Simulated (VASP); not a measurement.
The system is Pb.

```
Pb
1.0
     3.42881    0.00000    0.00000
    -1.71440    2.96943    0.00000
     0.00000    0.00000    5.62282
Pb
2
Direct
  0.33333 0.66667 0.25000
  0.66667 0.33333 0.75000
```

This isn't the form of Pb at room conditions, which is fcc.

| Item | Value |
| --- | --- |
| Program | VASP 6.6.1 |
| Task | relaxation of cell and atoms |
| Functional | PBEsol |
| Potentials or basis | VASP PAW PBE potentials, release 64 (Pb_d) |
| Cutoff | 600 eV |
| k mesh | 12 × 12 × 8 |
| Occupations | gaussian, width 0.1 eV |
| Spin | no spin polarisation |

At the start: pressure 2.3 GPa; volume 28.62 Å³/atom.

**Question.** Where does the relaxation end?

**Answer.** Over 9 steps the energy falls by 9.9 meV/atom and the volume is 29.92 Å³/atom (+4.5 %); space group P6_3/mmc (No. 194, to 0.1 Å) before and after.

Step by step:
```csv
step,energy change (eV),largest force (eV/Å),pressure (GPa),volume (Å³)
1,0.0000,0.0000,2.30,57.25
2,-0.0168,0.0000,-0.70,60.73
3,-0.0186,0.0000,-0.01,59.85
4,-0.0185,0.0000,-0.12,59.92
5,-0.0194,0.0000,-0.08,59.89
6,-0.0196,0.0000,-0.08,59.87
7,-0.0197,0.0000,-0.04,59.84
8,-0.0198,0.0000,-0.06,59.85
9,-0.0198,0.0000,-0.05,59.84
```

Final structure:
```
Pb
1.0
     3.45681    0.00000    0.00000
    -1.72841    2.99369    0.00000
     0.00000    0.00000    5.78282
Pb
2
Direct
  0.33333 0.66667 0.25000
  0.66667 0.33333 0.75000
```

Caveat: the PAW data sets were made with another functional, which shifts forces and pressure a little.
